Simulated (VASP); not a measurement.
# PtSe2 (P-1) in VASP: single point with r2SCAN

Aim: the single point of PtSe2 with r2SCAN.

Program: VASP 6.6.1. These are calculated values, not measurements. Logs are shortened: lines on timing, memory, paths and dates and some standing lists are left out, and cuts for length are marked.

### 1 The cell of the first run

The typed cell holds 3 atoms: a = 3.725 Å, b = 3.724 Å, c = 5.063 Å, α = 88.85°, β = 92.29°, γ = 120.00°.

### 2 Single point, r2SCAN (strain -0.0400 x Voigt [0, 0, 0, 0, 1, 0])

File POSCAR:

```
PtSe2
1.0
    3.7240006046      0.0000000000     -0.0744800121
   -1.8620003023      3.2250791273      0.0372400060
   -0.1012400000      0.0000000000      5.0620000000
Pt Se
1 2
Direct
    0.0000000000      0.0000000000      0.0000000000
    0.3333333333      0.6666666667      0.2500000000
    0.6666666667      0.3333333333      0.7500000000
```

File INCAR.step1:

```
PREC = Accurate ; ENCUT = 520
ISMEAR = 0 ; SIGMA = 0.15
LREAL = False ; LASPH = True
NELM = 60 ; NBANDS = 18
GGA = PE ; ALGO = Normal
EDIFF = 1E-4 ; LWAVE = True
LCHARG = False
```

File INCAR.step2:

```
PREC = Accurate ; ENCUT = 520
EDIFF = 1E-6 ; ISMEAR = 0
SIGMA = 0.15 ; LREAL = False
LASPH = True ; NELM = 60
ALGO = Normal ; ISIF = 2
LWAVE = False ; LCHARG = False
METAGGA = R2SCAN ; LMIXTAU = True
NBANDS = 18 ; ISTART = 1
```

File KPOINTS:

```
Automatic mesh
0
Gamma
  12 12 10
```

Potentials or basis: VASP PAW PBE potentials, release 64 (Pt, Se).

The run is started by

```bash
$ cat potpaw_PBE.64/Pt/POTCAR potpaw_PBE.64/Se/POTCAR > POTCAR
$ cp INCAR.step1 INCAR
$ mpirun -np 1 vasp_std > vasp.out
$ cp INCAR.step2 INCAR
$ mpirun -np 1 vasp_std > vasp.out
```

OUTCAR:

```text
PREC = Accurate
   ENCUT = 520
   EDIFF = 1E-6
   ISMEAR = 0
   LREAL = False
   LASPH = True
   NELM = 60
   ISIF = 2
   METAGGA = R2SCAN
   ISTART = 1

 ion  position               nearest neighbor table
   1  0.000  0.000  0.000-   2 2.46   3 2.46   2 2.49   3 2.49   3 2.53   2 2.53
   2  0.333  0.667  0.250-   1 2.46   1 2.49   1 2.53
   3  0.667  0.333  0.750-   1 2.46   1 2.49   1 2.53

  LATTYP: Found a base centered monoclinic cell.
 ALAT       =     3.7247453303
 B/A-ratio  =     1.7317045013
 C/A-ratio  =     1.3592908642
 COS(beta)  =    -0.0399840064

  Lattice vectors:

 A1 = (   1.8620003023,  -3.2250791273,  -0.0372400060)
 A2 = (   1.8620003023,   3.2250791273,  -0.0372400061)
 A3 = (  -0.1012400000,   0.0000000000,   5.0620000000)

Analysis of symmetry for initial positions (statically):
=====================================================================
 Subroutine PRICEL returns:
 Original cell was already a primitive cell.

 Routine SETGRP: Setting up the symmetry group for a
 base centered monoclinic supercell.

 Subroutine GETGRP returns: Found  2 space group operations
 (whereof  2 operations were pure point group operations)
 out of a pool of  4 trial point group operations.

The static configuration has the point symmetry S_2 .

Analysis of symmetry for dynamics (positions and initial velocities):
=====================================================================
 Subroutine PRICEL returns:
 Original cell was already a primitive cell.

 Routine SETGRP: Setting up the symmetry group for a
 base centered monoclinic supercell.

 Subroutine GETGRP returns: Found  2 space group operations
 (whereof  2 operations were pure point group operations)
 out of a pool of  4 trial point group operations.

The dynamic configuration has the point symmetry S_2 .

 Subroutine INISYM returns: Found  2 space group operations
 (whereof  2 operations are pure point group operations),
 and found     1 'primitive' translations

----------------------------------------------------------------------------------------

                                     Primitive cell

  volume of cell :      60.7713

  direct lattice vectors                    reciprocal lattice vectors
     3.724000605  0.000000000 -0.074480012     0.268635875  0.155034956  0.005372717
    -1.862000302  3.225079127  0.037240006     0.000000000  0.310069912  0.000000000
    -0.101240000  0.000000000  5.062000000     0.003952589  0.000000000  0.197629427
[... 85 lines left out ...]
   NELM   =     60;   NELMIN=  2; NELMDL=  0     # of ELM steps
   EDIFF  = 0.1E-05   stopping-criterion for ELM
   LREAL  =      F    real-space projection
   EDIFFG = 0.1E-04   stopping-criterion for IOM
   NSW    =      0    number of steps for IOM
   IBRION =     -1    ionic relax: 0-MD 1-quasi-New 2-CG
   NFREE  =      0    steps in history (QN), initial steepest desc. (CG)
   ISIF   =      2    stress and relaxation
   ISYM   =      2    0-nonsym 1-usesym 2-fastsym
   POTIM  = 0.5000    time-step for ionic-motion
   TEBEG  =    0.0;   TEEND  =   0.0 temperature during run
   PSTRESS=    0.0 pullay stress
   NELECT =      22.0000    total number of electrons
   NUPDOWN=      -1.0000    fix difference up-down
   EMIN   =  10.00;   EMAX   =-10.00  energy-range for DOS
   EFERMI =   0.00;   METHOD = LEGACY
   ISMEAR =     0;   SIGMA  =   0.15  broadening in eV -4-tet -1-fermi 0-gaus
   EFERMI_NEDOS =   21; number of points for ismear=-14 and -15
   IALGO  =     38    algorithm
   IMIX   =      4    mixing-type and parameters
     AMIX     =   0.40;   BMIX     =  1.00
     AMIX_MAG =   1.60;   BMIX_MAG =  1.00
  volume/ion in A,a.u.               =      20.26       136.70
  Fermi-wavevector in a.u.,A,eV,Ry     =   1.166764  2.204864 18.522120  1.361337
  Thomas-Fermi vector in A             =   2.303273
   LORBIT       =      0    0 simple, 1 ext, 2 COOP (PROOUT), +10 PAW based schemes
   METAGGA = R2SCAN    functional components
   LHFCALC =     F    Hartree Fock is set to
   AEXX    =    0.0000 exact exchange contribution
   IVDW    =     0    specifies the selected vdW correction
   LEPSILON=     F    determine dielectric tensor
   LRPA    =     F    only Hartree local field effects (RPA)
 non-spin polarized calculation
 Gauss-broadening in eV      SIGMA  =   0.15
  energy-cutoff  :      520.00
  volume of cell :       60.77
 maximum number of plane-waves:      1660
   NGX = 13   NGY = 13   NGZ = 19

 number of electron      21.9999998 magnetization

 Free energy of the ion-electron system (eV)
  ---------------------------------------------------
  ext. energy  EPLUGINS =         0.00000000
  ---------------------------------------------------
  free energy    TOTEN  =       -81.39660579 eV

  energy without entropy =      -81.39147232  energy(sigma->0) =      -81.39403905

 E-fermi :   6.3916     XC(G=0): -11.2698

 val. band max:        6.3884512534   @ k =   0.0000   0.1667   0.2000
 cond. band min:       6.4032056093   @ k =  -0.3333  -0.0000   0.3000
 fundamental gap:      0.0147543559
 Fermi energy:         6.3915548022

 k-point     1 :       0.0000    0.0000    0.0000
  band No.  band energies     occupation
      1     -10.0170      2.00000
      2      -7.0530      2.00000
      3      -1.1664      2.00000
      4      -0.5123      2.00000
      5      -0.3824      2.00000
      6       2.0455      2.00000
[... 481 lines left out ...]
      5       0.7703      2.00000
      6       1.7432      2.00000
[... 10 lines left out ...]
     17      15.1109      0.00000
     18      17.3691      0.00000

 [... further k-points ...]

------------------------ aborting loop because EDIFF is reached ----------------------------------------

  FORCE on cell =-STRESS in cart. coord.  units (eV):
  Direction    XX          YY          ZZ          XY          YZ          ZX
  --------------------------------------------------------------------------------------
  -------------------------------------------------------------------------------------
  Total        2.0734508      1.9593476      1.9527018     -0.8147476     -0.0726918      1.4475244
  in kB       54.6645550     51.6563314     51.4811217    -21.4800429     -1.9164510     38.1626004
  external PRESSURE =      52.6006693 kB  Pullay stress =       0.0000000 kB

 VOLUME and BASIS-vectors are now :
 -----------------------------------------------------------------------------
  energy-cutoff  :      520.00
  volume of cell :       60.77
      direct lattice vectors                 reciprocal lattice vectors
     3.724000605  0.000000000 -0.074480012     0.268635875  0.155034956  0.005372717
    -1.862000302  3.225079127  0.037240006     0.000000000  0.310069912  0.000000000
    -0.101240000  0.000000000  5.062000000     0.003952589  0.000000000  0.197629427

 POSITION                                       TOTAL-FORCE (eV/Angst)
 -----------------------------------------------------------------------------------
      0.00000      0.00000      0.00000         0.000000      0.000000      0.000000
     -0.02531      2.15005      1.26550         0.438533     -0.021434      0.409929
      1.78607      1.07503      3.75926        -0.438533      0.021434     -0.409929
 -----------------------------------------------------------------------------------
    total drift:                               -0.000000     -0.000000     -0.000000

  FREE ENERGIE OF THE ION-ELECTRON SYSTEM (eV)
  ---------------------------------------------------
  free  energy   TOTEN  =       -81.3966057899 eV

  energy  without entropy=      -81.3914723174  energy(sigma->0) =      -81.39403905
```

OUTCAR.step1:

```text
PREC = Accurate
   ENCUT = 520
   ISMEAR = 0
   LREAL = False
   LASPH = True
[... 731 lines left out ...]
      0.00000      0.00000      0.00000         0.000000      0.000000      0.000000
     -0.02531      2.15005      1.26550         0.432338     -0.022641      0.602563
      1.78607      1.07503      3.75926        -0.432338      0.022641     -0.602563
 -----------------------------------------------------------------------------------
    total drift:                               -0.000000     -0.000000     -0.000000

  FREE ENERGIE OF THE ION-ELECTRON SYSTEM (eV)
  ---------------------------------------------------
  free  energy   TOTEN  =       -14.1609681935 eV

  energy  without entropy=      -14.1540840210  energy(sigma->0) =      -14.15752611
```

Wall time 59 min (1 thread of Oxide Virtual Turin-like, shared host); peak memory 0.79 GiB.

Results:

* Free energy: -81.3966 eV
* Pressure: 5.3 GPa
* Largest force: 0.601 eV/Å
* Band gap on the k mesh: zero (bands 11 and 12 overlap by 0.37 eV)

Forces on the atoms (eV/Å):
```
Pt   0.000  0.000  0.000
Se   0.439 -0.021  0.410
Se  -0.439  0.021 -0.410
```

Caveat: the cell differs from its parent crystal (strain -0.0400 x Voigt [0, 0, 0, 0, 1, 0]); the cell stands under pressure; the PAW data sets were made with another functional, which shifts forces and pressure a little; spin-orbit coupling is left out, which moves the levels of the heavy elements.
